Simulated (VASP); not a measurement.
Write the native input for VASP 6.6.1 that does the following.

| Item | Value |
| --- | --- |
| Task | relaxation of cell and atoms |
| Functional | PBEsol |
| Potentials or basis | VASP PAW PBE potentials, release 64 (Pd) |
| Cutoff | 600 eV |
| k mesh | 19 × 19 × 19 |
| Occupations | methfessel-paxton, width 0.1 eV |
| Spin | no spin polarisation |
| Dipole correction | no |
| Further INCAR settings | ALGO = Normal; EDIFF = 1e-06; IBRION = 2; EDIFFG = -0.02; NSW = 80; ISIF = 3 |

The structure of Pd lies in POSCAR:

```
Pd
1.0
    0.0000000000      1.9465000000      1.9465000000
    1.9465000000      0.0000000000      1.9465000000
    1.9465000000      1.9465000000      0.0000000000
Pd
1
Direct
    0.0000000000      0.0000000000      0.0000000000
```

The input as run:

INCAR

```
SYSTEM = Pd
PREC = Accurate
ENCUT = 600
EDIFF = 1E-6
ISMEAR = 1
SIGMA = 0.1
LREAL = .False.
LASPH = .True.
NELM = 80
ALGO = Normal
ISIF = 3
LWAVE = .False.
LCHARG = .False.
GGA = PS
IBRION = 2
NSW = 80
EDIFFG = -0.02
```

KPOINTS

```
regular mesh
0
Gamma
  19 19 19
  0 0 0
```

Potentials or basis: VASP PAW PBE potentials, release 64 (Pd).

Run with:

```console
$ cat potpaw_PBE.64/Pd/POTCAR > POTCAR
$ mpirun -np 1 vasp_std > vasp.out
```

Results of the run:

* Relaxed volume: 14.53 Å³/atom
* Relaxed cell: a = 2.739 Å, b = 2.739 Å, c = 2.739 Å, α = 60.00°, β = 60.00°, γ = 60.00°
* Space group after relaxing (to 0.05 Å): Fm-3m (No. 225)
* Energy gained by relaxing: 2.1 meV/atom
* Ionic steps: 3
* Pressure after relaxing: 0.0 GPa
* Band gap on the k mesh: zero (band 5 reaches 10.17 eV, above the bottom of band 6 at 8.56 eV)

Caveat: the PAW data sets were made with another functional, which shifts forces and pressure a little.

Wall time 60 s on 1 thread of AMD EPYC 7R43 64-Core Processor (Zen 3), with other jobs on the host, peak memory 0.15 GiB.
